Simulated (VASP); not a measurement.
Here is a VASP 6.6.1 calculation.

File INCAR:

```
PREC = Accurate
ENCUT = 520
EDIFF = 1E-6
ISMEAR = 0
SIGMA = 0.1
LREAL = False
LASPH = True
NELM = 100
ALGO = Fast
ISIF = 2
LWAVE = False
LCHARG = False
GGA = PS
NBANDS = 50
```

File KPOINTS:

```
Automatic mesh
0
Gamma
  6 6 8
```

Contents of POSCAR:

```
Ti3Si
1.0
    5.7724147959      0.0000000000      0.0000000000
   -2.8862073980      4.9990578545      0.0000000000
    0.0000000000      0.0000000000      4.6042408773
Ti Si
6 2
Direct
    0.3439965720      0.1719982860      0.7500000000
    0.8280017140      0.1719982860      0.7500000000
    0.8280017140      0.6560034280      0.7500000000
    0.6560034280      0.8280017140      0.2500000000
    0.1719982860      0.8280017140      0.2500000000
    0.1719982860      0.3439965720      0.2500000000
    0.3333333333      0.6666666667      0.7500000000
    0.6666666667      0.3333333333      0.2500000000
```

Potentials or basis: VASP PAW PBE potentials, release 64 (Ti_sv, Si).

Launch:

```bash
$ cat potpaw_PBE.64/Ti_sv/POTCAR potpaw_PBE.64/Si/POTCAR > POTCAR
$ mpirun -np 1 vasp_std > vasp.out
```

Task: Estimate the band gap on the k mesh.

Result: Zero (bands 40 and 41 overlap by 0.30 eV).

Task: Estimate the largest force.

Result: 0.015 eV/Å.

Forces on the atoms (eV/Å):
```
Ti  -0.013 -0.008  0.000
Ti   0.013 -0.008  0.000
Ti   0.000  0.015  0.000
Ti   0.013  0.008  0.000
Ti  -0.013  0.008  0.000
Ti   0.000 -0.015  0.000
Si   0.000  0.000  0.000
Si   0.000  0.000  0.000
```

Caveat: the cell stands under tension; the PAW data sets were made with another functional, which shifts forces and pressure a little.
